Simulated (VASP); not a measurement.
# Se (P6_3/mmc) in VASP: notebook

Runs on Se. Level: PBE. Tasks: single point, relaxation of cell and atoms.

Everything below comes from runs of VASP 6.6.1. Logs are shortened: lines on timing, memory, paths and dates and some standing lists are left out, and cuts for length are marked.

## (1) The cell of the first run

Symmetry: P6_3/mmc, No. 194, hexagonal system. The conventional cell has a = 3.181 Å, b = 3.181 Å, c = 3.813 Å, α = 90.00°, β = 90.00°, γ = 120.00°. Within 3.5 Å of Se (site symmetry -6m2) lie 12 Se at 2.65 to 3.18 Å.

## (2) Single point, PBE

The input, INCAR:

```
SYSTEM = Se
PREC     = Accurate       ! precision mode
ENCUT    = 520            ! plane-wave cutoff, eV
EDIFF    = 1E-6           ! SCF threshold, eV
ISMEAR   = -1             ! smearing method
SIGMA    = 0.1            ! smearing width, eV
LREAL    = .False.        ! projectors in reciprocal space
LASPH    = .True.         ! aspherical terms in the spheres
NELM     = 100            ! most SCF steps
ALGO     = Normal         ! electronic algorithm
ISIF     = 2              ! what is computed and relaxed
LWAVE    = .False.        ! write WAVECAR
LCHARG   = .True.         ! write CHGCAR
GGA      = PE             ! functional
LELF     = .True.         ! ELF
LVHAR    = .True.       
NBANDS   = 13             ! bands
```

The input, KPOINTS:

```
Automatic mesh
0
Gamma
  15 15 8
  0 0 0
```

The input, POSCAR:

```
Se
1.0
    3.1813061431      0.0000000000      0.0000000000
   -1.5906530716      2.7550919372      0.0000000000
    0.0000000000      0.0000000000      3.8130591748
Se
2
Direct
    0.3333333333      0.6666666667      0.2500000000
    0.6666666667      0.3333333333      0.7500000000
```

Potentials or basis: VASP PAW PBE potentials, release 64 (Se).

On the command line:

```console
> cat potpaw_PBE.64/Se/POTCAR > POTCAR
> mpirun -np 1 vasp_std > vasp.out
```

OUTCAR:

```text
SYSTEM = Se
   PREC = Accurate
   ENCUT = 520
   EDIFF = 1E-6
   ISMEAR = -1
   LREAL = .False.
   LASPH = .True.
   NELM = 100
   ISIF = 2
   GGA = PE

 ion  position               nearest neighbor table
   1  0.333  0.667  0.250-   2 2.65   2 2.65   2 2.65   2 2.65   2 2.65   2 2.65
   2  0.667  0.333  0.750-   1 2.65   1 2.65   1 2.65   1 2.65   1 2.65   1 2.65

  LATTYP: Found a hexagonal cell.
 ALAT       =     3.1813061431
 C/A-ratio  =     1.1985829101

  Lattice vectors:

 A1 = (   3.1813061431,   0.0000000000,   0.0000000000)
 A2 = (  -1.5906530716,   2.7550919372,   0.0000000000)
 A3 = (   0.0000000000,   0.0000000000,   3.8130591748)

Analysis of symmetry for initial positions (statically):
=====================================================================
 Subroutine PRICEL returns:
 Original cell was already a primitive cell.

 Routine SETGRP: Setting up the symmetry group for a
 hexagonal supercell.

 Subroutine GETGRP returns: Found 24 space group operations
 (whereof 12 operations were pure point group operations)
 out of a pool of 24 trial point group operations.

The static configuration has the point symmetry D_3d.
 The point group associated with its full space group is D_6h.

Analysis of symmetry for dynamics (positions and initial velocities):
=====================================================================
 Subroutine PRICEL returns:
 Original cell was already a primitive cell.

 Routine SETGRP: Setting up the symmetry group for a
 hexagonal supercell.

 Subroutine GETGRP returns: Found 24 space group operations
 (whereof 12 operations were pure point group operations)
 out of a pool of 24 trial point group operations.

The dynamic configuration has the point symmetry D_3d.
 The point group associated with its full space group is D_6h.

 Subroutine INISYM returns: Found 24 space group operations
 (whereof 12 operations are pure point group operations),
 and found     1 'primitive' translations

----------------------------------------------------------------------------------------

                                     Primitive cell

  volume of cell :      33.4207

  direct lattice vectors                    reciprocal lattice vectors
     3.181306143  0.000000000  0.000000000     0.314336299  0.181482147  0.000000000
    -1.590653072  2.755091937  0.000000000     0.000000000  0.362964294  0.000000000
     0.000000000  0.000000000  3.813059175     0.000000000  0.000000000  0.262256617

  length of vectors
[... 86 lines left out ...]
   IBRION =     -1    ionic relax: 0-MD 1-quasi-New 2-CG
   NFREE  =      0    steps in history (QN), initial steepest desc. (CG)
   ISIF   =      2    stress and relaxation
   ISYM   =      2    0-nonsym 1-usesym 2-fastsym
   POTIM  = 0.5000    time-step for ionic-motion
   TEBEG  =    0.0;   TEEND  =   0.0 temperature during run
   PSTRESS=    0.0 pullay stress
   NELECT =      12.0000    total number of electrons
   NUPDOWN=      -1.0000    fix difference up-down
   EMIN   =  10.00;   EMAX   =-10.00  energy-range for DOS
   EFERMI =   0.00;   METHOD = LEGACY
   ISMEAR =    -1;   SIGMA  =   0.10  broadening in eV -4-tet -1-fermi 0-gaus
   EFERMI_NEDOS =   21; number of points for ismear=-14 and -15
   IALGO  =     38    algorithm
   IMIX   =      4    mixing-type and parameters
     AMIX     =   0.40;   BMIX     =  1.00
     AMIX_MAG =   1.60;   BMIX_MAG =  1.00
  volume/ion in A,a.u.               =      16.71       112.77
  Fermi-wavevector in a.u.,A,eV,Ry     =   1.163582  2.198851 18.421232  1.353922
  Thomas-Fermi vector in A             =   2.300130
   LORBIT       =      0    0 simple, 1 ext, 2 COOP (PROOUT), +10 PAW based schemes
   GGA     = PE    functional components
   LHFCALC =     F    Hartree Fock is set to
   AEXX    =    0.0000 exact exchange contribution
   IVDW    =     0    specifies the selected vdW correction
   LEPSILON=     F    determine dielectric tensor
   LRPA    =     F    only Hartree local field effects (RPA)
 non-spin polarized calculation
  energy-cutoff  :      520.00
  volume of cell :       33.42
 maximum number of plane-waves:       913
 NGX is ok and might be reduce to    24
   NGX = 11   NGY = 11   NGZ = 15

 number of electron      12.0000004 magnetization

 Free energy of the ion-electron system (eV)
  ---------------------------------------------------
  ext. energy  EPLUGINS =         0.00000000
  ---------------------------------------------------
  free energy    TOTEN  =        -5.50090138 eV

  energy without entropy =       -5.46821168  energy(sigma->0) =       -5.48455653

 E-fermi :   8.3503     XC(G=0): -11.4411

 val. band max:        8.3405774463   @ k =   0.1333   0.1333   0.1250
 cond. band min:       8.3680196640   @ k =   0.2667   0.1333   0.2500
 fundamental gap:      0.0274422177
 Fermi energy:         8.3503275117

 k-point     1 :       0.0000    0.0000    0.0000
  band No.  band energies     occupation
      1     -10.2281      2.00000
      2      -2.0973      2.00000
      3       0.7748      2.00000
      4       6.7989      2.00000
      5       6.7989      2.00000
      6      10.1752      0.00000
      7      10.1752      0.00000
      8      12.5985      0.00000
      9      13.8236      0.00000
     10      17.1989      0.00000
     11      19.0238      0.00000
     12      19.0238      0.00000
     13      20.9376      0.00000
[... 354 lines left out ...]
  band No.  band energies     occupation
      1      -6.5462      2.00000
      2      -5.0051      2.00000
      3       1.1750      2.00000
      4       4.5434      2.00000
      5       5.0230      2.00000
      6       6.3184      2.00000
      7       6.4463      2.00000
      8       9.4887      0.00002
      9      14.2678      0.00000
     10      14.4833      0.00000
     11      20.6259      0.00000
     12      20.8674      0.00000
     13      23.3935      0.00000

 [... further k-points ...]
[... 5 lines left out ...]
  --------------------------------------------------------------------------------------
  -------------------------------------------------------------------------------------
  Total        6.0816901      6.0816901      6.1085067     -0.0000000     -0.0000000      0.0000000
  in kB      291.5545090    291.5545090    292.8400881     -0.0000000     -0.0000000      0.0000000
  external PRESSURE =     291.9830353 kB  Pullay stress =       0.0000000 kB

 VOLUME and BASIS-vectors are now :
 -----------------------------------------------------------------------------
  energy-cutoff  :      520.00
  volume of cell :       33.42
      direct lattice vectors                 reciprocal lattice vectors
     3.181306143  0.000000000  0.000000000     0.314336299  0.181482147  0.000000000
    -1.590653072  2.755091937  0.000000000     0.000000000  0.362964294  0.000000000
     0.000000000  0.000000000  3.813059175     0.000000000  0.000000000  0.262256617

 POSITION                                       TOTAL-FORCE (eV/Angst)
 -----------------------------------------------------------------------------------
     -0.00000      1.83673      0.95326        -0.000000      0.000000      0.000000
      1.59065      0.91836      2.85979         0.000000      0.000000      0.000000
 -----------------------------------------------------------------------------------
    total drift:                                0.000000     -0.000000      0.000000

  FREE ENERGIE OF THE ION-ELECTRON SYSTEM (eV)
  ---------------------------------------------------
  free  energy   TOTEN  =        -5.5009013772 eV

  energy  without entropy=       -5.4682116760  energy(sigma->0) =       -5.48455653
```

It took 14 s on 1 thread of Intel Xeon 6975P-C (Granite Rapids), shared host; peak memory 0.17 GiB.

Results:

| Quantity | Value |
| --- | --- |
| Free energy | -5.5009 eV |
| Pressure | 29.2 GPa |
| Band gap on the k mesh | zero (band 6 reaches 10.18 eV, above the bottom of band 7 at 5.93 eV) |

Stress tensor (GPa, compression positive):
```
29.16  0.00  0.00
 0.00 29.16  0.00
 0.00  0.00 29.28
```

## (3) Single point, PBE

The input, INCAR:

```
SYSTEM = Se
  PREC = Accurate
  ENCUT = 520
  EDIFF = 1E-6
  ISMEAR = -1
  SIGMA = 0.1
  LREAL = .FALSE.
  LASPH = .TRUE.
  NELM = 60
  ALGO = Normal
  ISIF = 2
  LWAVE = .FALSE.
  LCHARG = .TRUE.
  GGA = PE
  LELF = .TRUE.
  LVHAR = .TRUE.
  NBANDS = 13
```

The input, KPOINTS:

```
Automatic mesh
0
G
  15 15 8
  0 0 0
```

POSCAR: that of step 2 with these lines changed.

```diff
@@ -2,3 +2,3 @@
 1.0
-    3.1813061431      0.0000000000      0.0000000000
+    3.1813061432      0.0000000000      0.0000000000
    -1.5906530716      2.7550919372      0.0000000000
```

Potentials or basis: VASP PAW PBE potentials, release 64 (Se).

On the command line:

```console
> cat potpaw_PBE.64/Se/POTCAR > POTCAR
> mpirun -np 1 vasp_std > vasp.out
```

Run time: 14 s. Hardware: 1 thread of Intel Xeon 6975P-C (Granite Rapids), shared host; peak memory 0.17 GiB.

Results (log left out):

* Free energy: -5.5009 eV
* Pressure: 29.2 GPa
* Band gap on the k mesh: zero (band 6 reaches 10.18 eV, above the bottom of band 7 at 5.93 eV)

Stress tensor (GPa, compression positive):
```
29.16  0.00  0.00
 0.00 29.16  0.00
 0.00  0.00 29.28
```

Levels at points of the mesh, in eV from the Fermi level:
| k point | band 3 | band 4 | band 5 | band 6 | band 7 | band 8 | band 9 | band 10 |
| --- | --- | --- | --- | --- | --- | --- | --- | --- |
| (0.00, 0.00, 0.00) | -7.58 | -1.55 | -1.55 | 1.82 | 1.82 | 4.25 | 5.47 | 8.85 |
| (0.00, 0.00, 0.50) | 0.15 | 0.15 | 0.23 | 0.23 | 0.23 | 0.23 | 8.67 | 8.67 |

[end of part 1 of 2]
